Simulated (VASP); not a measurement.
# TiAl (P4/mmm) in VASP: a series of runs

The runs below take TiAl through single point, with PBEsol.

All numbers are computed with VASP 6.6.1; they aren't measurements. Logs are shortened: lines on timing, memory, paths and dates and some standing lists are left out, and cuts for length are marked.

## 1. The cell of the first run

Symmetry: P4/mmm, No. 123, tetragonal system. The conventional cell has a = 3.091 Å, b = 3.091 Å, c = 3.553 Å, α = 90.00°, β = 90.00°, γ = 90.00°. Within 3.7 Å of Ti (site symmetry 4/mmm) lie 8 Al at 2.82 Å and 6 Ti at 3.09 to 3.55 Å. Within 3.7 Å of Al (site symmetry 4/mmm) lie 8 Ti at 2.82 Å and 6 Al at 3.09 to 3.55 Å.

## 2. Single point, PBEsol (16.98 Å³/atom)

The input, INCAR:

```
SYSTEM = TiAl
PREC = Accurate
ENCUT = 520
EDIFF = 1E-6
ISMEAR = 0
SIGMA = 0.15
LREAL = .False.
LASPH = .True.
NELM = 60
ALGO = Fast
ISIF = 2
LWAVE = .False.
LCHARG = .True.
GGA = PS
LELF = .True.
LVHAR = .True.
NBANDS = 14
```

The input, KPOINTS:

```
Automatic mesh
0
Gamma
  16 16 16
  0 0 0
```

The input, POSCAR:

```
TiAl
1.0
    3.0914098163      0.0000000000      0.0000000000
    0.0000000000      3.0914098163      0.0000000000
    0.0000000000      0.0000000000      3.5526481609
Ti Al
1 1
Direct
    0.0000000000      0.0000000000      0.0000000000
    0.5000000000      0.5000000000      0.5000000000
```

Potentials or basis: VASP PAW PBE potentials, release 64 (Ti_sv, Al).

Run with:

```
$ cat potpaw_PBE.64/Ti_sv/POTCAR potpaw_PBE.64/Al/POTCAR > POTCAR
$ mpirun -np 1 vasp_std > vasp.out
```

OUTCAR:

```text
SYSTEM = TiAl
   PREC = Accurate
   ENCUT = 520
   EDIFF = 1E-6
   ISMEAR = 0
   LREAL = .False.
   LASPH = .True.
   NELM = 60
   ISIF = 2
   GGA = PS

 ion  position               nearest neighbor table
   1  0.000  0.000  0.000-   2 2.82   2 2.82   2 2.82   2 2.82   2 2.82   2 2.82   2 2.82   2 2.82

   2  0.500  0.500  0.500-   1 2.82   1 2.82   1 2.82   1 2.82   1 2.82   1 2.82   1 2.82   1 2.82

  LATTYP: Found a simple tetragonal cell.
 ALAT       =     3.0914098163
 C/A-ratio  =     1.1492000000

  Lattice vectors:

 A1 = (   3.0914098163,   0.0000000000,   0.0000000000)
 A2 = (   0.0000000000,   3.0914098163,   0.0000000000)
 A3 = (   0.0000000000,   0.0000000000,   3.5526481609)

Analysis of symmetry for initial positions (statically):
=====================================================================
 Subroutine PRICEL returns:
 Original cell was already a primitive cell.

 Routine SETGRP: Setting up the symmetry group for a
 simple tetragonal supercell.

 Subroutine GETGRP returns: Found 16 space group operations
 (whereof 16 operations were pure point group operations)
 out of a pool of 16 trial point group operations.

The static configuration has the point symmetry D_4h.

Analysis of symmetry for dynamics (positions and initial velocities):
=====================================================================
 Subroutine PRICEL returns:
 Original cell was already a primitive cell.

 Routine SETGRP: Setting up the symmetry group for a
 simple tetragonal supercell.

 Subroutine GETGRP returns: Found 16 space group operations
 (whereof 16 operations were pure point group operations)
 out of a pool of 16 trial point group operations.

The dynamic configuration has the point symmetry D_4h.

 Subroutine INISYM returns: Found 16 space group operations
 (whereof 16 operations are pure point group operations),
 and found     1 'primitive' translations

----------------------------------------------------------------------------------------

                                     Primitive cell

  volume of cell :      33.9520

  direct lattice vectors                    reciprocal lattice vectors
     3.091409816  0.000000000  0.000000000     0.323477009  0.000000000  0.000000000
     0.000000000  3.091409816  0.000000000     0.000000000  0.323477009  0.000000000
     0.000000000  0.000000000  3.552648161     0.000000000  0.000000000  0.281480168

  length of vectors
     3.091409816  3.091409816  3.552648161     0.323477009  0.323477009  0.281480168

  position of ions in fractional coordinates (direct lattice)
     0.000000000  0.000000000  0.000000000
     0.500000000  0.500000000  0.500000000

  ion indices of the primitive-cell ions
   primitive index   ion index
                 1           1
                 2           2

----------------------------------------------------------------------------------------

 KPOINTS: Automatic mesh

Automatic generation of k-mesh.
 Grid dimensions read from file:
 generate k-points for:   16   16   16

 Generating k-lattice:

  Cartesian coordinates                     Fractional coordinates (reciprocal lattice)
     0.020217313  0.000000000  0.000000000     0.062500000  0.000000000  0.000000000
     0.000000000  0.020217313  0.000000000     0.000000000  0.062500000  0.000000000
     0.000000000  0.000000000  0.017592510     0.000000000  0.000000000  0.062500000

  Length of vectors
     0.020217313  0.020217313  0.017592510

  Shift w.r.t. Gamma in fractional coordinates (k-lattice)
     0.000000000  0.000000000  0.000000000

 Subroutine IBZKPT returns following result:
 ===========================================

 Found    405 irreducible k-points:

 Following reciprocal coordinates:
            Coordinates               Weight
  0.000000  0.000000  0.000000      1.000000
  0.062500  0.000000  0.000000      4.000000
  0.125000  0.000000  0.000000      4.000000
  0.187500  0.000000  0.000000      4.000000
  0.250000  0.000000  0.000000      4.000000
  0.312500  0.000000  0.000000      4.000000
[... 16 lines left out ...]
  0.437500  0.125000  0.000000      8.000000
  0.500000  0.125000  0.000000      4.000000
 [... further k-points ...]
   k-points           NKPTS =    405   k-points in BZ     NKDIM =    405   number of bands    NBANDS=     14
   number of dos      NEDOS =    301   number of ions     NIONS =      2
   total plane-waves  NPLWV =  16128
   dimension x,y,z NGX =    24 NGY =   24 NGZ =   28
   dimension x,y,z NGXF=    48 NGYF=   48 NGZF=   56
   ions per type =               1   1
   NGX,Y,Z   is equivalent  to a cutoff of  12.91, 12.91, 13.10 a.u.
   NGXF,Y,Z  is equivalent  to a cutoff of  25.81, 25.81, 26.21 a.u.
 SYSTEM =  TiAl
   PREC   = accura    normal or accurate (medium, high low for compatibility)
   ISTART =      0    job   : 0-new  1-cont  2-samecut
   ICHARG =      2    charge: 1-file 2-atom 10-const
   ISPIN  =      1    spin polarized calculation?
   LNONCOLLINEAR =      F non collinear calculations
   LSORBIT =      F    spin-orbit coupling
   LASPH  =      T    aspherical Exc in radial PAW
   ENCUT  =  520.0 eV  38.22 Ry    6.18 a.u.   5.75  5.75  6.61*2*pi/ulx,y,z
   NELM   =     60;   NELMIN=  2; NELMDL= -5     # of ELM steps
   EDIFF  = 0.1E-05   stopping-criterion for ELM
   LREAL  =      F    real-space projection
   EDIFFG = 0.1E-04   stopping-criterion for IOM
   NSW    =      0    number of steps for IOM
   IBRION =     -1    ionic relax: 0-MD 1-quasi-New 2-CG
   NFREE  =      0    steps in history (QN), initial steepest desc. (CG)
   ISIF   =      2    stress and relaxation
   ISYM   =      2    0-nonsym 1-usesym 2-fastsym
   POTIM  = 0.5000    time-step for ionic-motion
   TEBEG  =    0.0;   TEEND  =   0.0 temperature during run
   PSTRESS=    0.0 pullay stress
   NELECT =      15.0000    total number of electrons
   NUPDOWN=      -1.0000    fix difference up-down
   EMIN   =  10.00;   EMAX   =-10.00  energy-range for DOS
   EFERMI =   0.00;   METHOD = LEGACY
   ISMEAR =     0;   SIGMA  =   0.15  broadening in eV -4-tet -1-fermi 0-gaus
   EFERMI_NEDOS =   21; number of points for ismear=-14 and -15
   IALGO  =     68    algorithm
   IMIX   =      4    mixing-type and parameters
     AMIX     =   0.40;   BMIX     =  1.00
     AMIX_MAG =   1.60;   BMIX_MAG =  1.00
  volume/ion in A,a.u.               =      16.98       114.56
  Fermi-wavevector in a.u.,A,eV,Ry     =   1.246857  2.356219 21.152344  1.554653
  Thomas-Fermi vector in A             =   2.381016
   LORBIT       =      0    0 simple, 1 ext, 2 COOP (PROOUT), +10 PAW based schemes
   GGA     = PS    functional components
   LHFCALC =     F    Hartree Fock is set to
   AEXX    =    0.0000 exact exchange contribution
   IVDW    =     0    specifies the selected vdW correction
   LEPSILON=     F    determine dielectric tensor
   LRPA    =     F    only Hartree local field effects (RPA)
 non-spin polarized calculation
 RMM-DIIS sequential band-by-band and
 Gauss-broadening in eV      SIGMA  =   0.15
  energy-cutoff  :      520.00
  volume of cell :       33.95
 maximum number of plane-waves:       945
 NGX is ok and might be reduce to    24
   NGX = 11   NGY = 11   NGZ = 13

 number of electron      15.0000007 magnetization

 Free energy of the ion-electron system (eV)
  ---------------------------------------------------
  ext. energy  EPLUGINS =         0.00000000
  ---------------------------------------------------
  free energy    TOTEN  =       -13.01095583 eV

  energy without entropy =      -12.98102587  energy(sigma->0) =      -12.99599085

 E-fermi :   7.9785     XC(G=0): -10.9487

 val. band max:        7.9761829907   @ k =   0.5000   0.1875   0.0625
 cond. band min:       7.9785326116   @ k =   0.2500   0.0625   0.1250
 fundamental gap:      0.0023496208
 Fermi energy:         7.9784727613

 k-point     1 :       0.0000    0.0000    0.0000
  band No.  band energies     occupation
      1     -48.6718      2.00000
      2     -25.0713      2.00000
      3     -24.9098      2.00000
      4     -24.9098      2.00000
      5      -0.9236      2.00000
      6       6.5641      2.00000
      7       6.9316      2.00000
      8       9.6472      0.00000
      9       9.6472      0.00000
     10      10.0813      0.00000
     11      10.2030      0.00000
     12      13.5353      0.00000
     13      13.5353      0.00000
     14      16.5700      0.00000

 k-point     2 :       0.0625    0.0000    0.0000
  band No.  band energies     occupation
      1     -48.6710      2.00000
      2     -25.0704      2.00000
      3     -24.9181      2.00000
      4     -24.9091      2.00000
      5      -0.8584      2.00000
      6       6.5933      2.00000
      7       6.9293      2.00000
      8       9.2834      0.00000
      9       9.6566      0.00000
     10      10.1191      0.00000
     11      10.4839      0.00000
     12      13.0948      0.00000
     13      13.6582      0.00000
     14      15.8696      0.00000

 k-point     3 :       0.1250    0.0000    0.0000
  band No.  band energies     occupation
      1     -48.6688      2.00000
      2     -25.0680      2.00000
      3     -24.9416      2.00000
      4     -24.9070      2.00000
      5      -0.6643      2.00000
      6       6.6573      2.00000
      7       6.9137      2.00000
      8       8.8084      0.00000
      9       9.6835      0.00000
     10       9.9034      0.00000
     11      11.0779      0.00000
     12      12.2415      0.00000
     13      13.9938      0.00000
     14      15.7687      0.00000
[... 324 lines left out ...]
 k-point    23 :       0.4375    0.1250    0.0000
  band No.  band energies     occupation
      1     -48.6491      2.00000
      2     -25.1117      2.00000
      3     -25.0466      2.00000
      4     -24.9220      2.00000
      5       2.2082      2.00000
      6       4.0273      2.00000
      7       7.4468      2.00000
      8       7.7260      1.98271
      9       8.4755      0.00000
     10       9.5361      0.00000
     11      11.2464      0.00000
     12      14.5229      0.00000
     13      15.0587      0.00000
     14      15.7123      0.00000

 k-point    24 :       0.5000    0.1250    0.0000
  band No.  band energies     occupation
      1     -48.6483      2.00000
      2     -25.1197      2.00000
      3     -25.0458      2.00000
      4     -24.9212      2.00000
      5       2.7339      2.00000
      6       3.4501      2.00000
      7       7.4030      2.00000
      8       7.8096      1.88874
      9       8.3962      0.00008
     10       9.5506      0.00000
     11      11.3158      0.00000
     12      14.4764      0.00000
     13      15.7444      0.00000
     14      16.4278      0.00000

 [... further k-points ...]

------------------------ aborting loop because EDIFF is reached ----------------------------------------

  FORCE on cell =-STRESS in cart. coord.  units (eV):
  Direction    XX          YY          ZZ          XY          YZ          ZX
  --------------------------------------------------------------------------------------
  -------------------------------------------------------------------------------------
  Total       -2.2163369     -2.2163369     -0.4419456      0.0000000      0.0000000      0.0000000
  in kB     -104.5877926   -104.5877926    -20.8551850      0.0000000      0.0000000      0.0000000
  external PRESSURE =     -76.6769234 kB  Pullay stress =       0.0000000 kB

 VOLUME and BASIS-vectors are now :
 -----------------------------------------------------------------------------
  energy-cutoff  :      520.00
  volume of cell :       33.95
      direct lattice vectors                 reciprocal lattice vectors
     3.091409816  0.000000000  0.000000000     0.323477009  0.000000000  0.000000000
     0.000000000  3.091409816  0.000000000     0.000000000  0.323477009  0.000000000
     0.000000000  0.000000000  3.552648161     0.000000000  0.000000000  0.281480168

 POSITION                                       TOTAL-FORCE (eV/Angst)
 -----------------------------------------------------------------------------------
      0.00000      0.00000      0.00000         0.000000      0.000000      0.000000
      1.54570      1.54570      1.77632         0.000000      0.000000      0.000000
 -----------------------------------------------------------------------------------
    total drift:                               -0.000000      0.000000      0.000000

  FREE ENERGIE OF THE ION-ELECTRON SYSTEM (eV)
  ---------------------------------------------------
  free  energy   TOTEN  =       -13.0109558267 eV

  energy  without entropy=      -12.9810258654  energy(sigma->0) =      -12.99599085
```

Run time: 6.4 min. Hardware: 1 thread of Intel Xeon 8259CL, shared host; peak memory 0.31 GiB.

Results:

| Item | Value |
| --- | --- |
| Free energy | -13.0110 eV |
| Pressure | -7.7 GPa |
| Band gap on the k mesh | zero (an odd number of electrons rules out a gap without spin polarisation) |

Caveat: the cell stands under tension; the PAW data sets were made with another functional, which shifts forces and pressure a little.

(Part 1 of 3 ends here.)
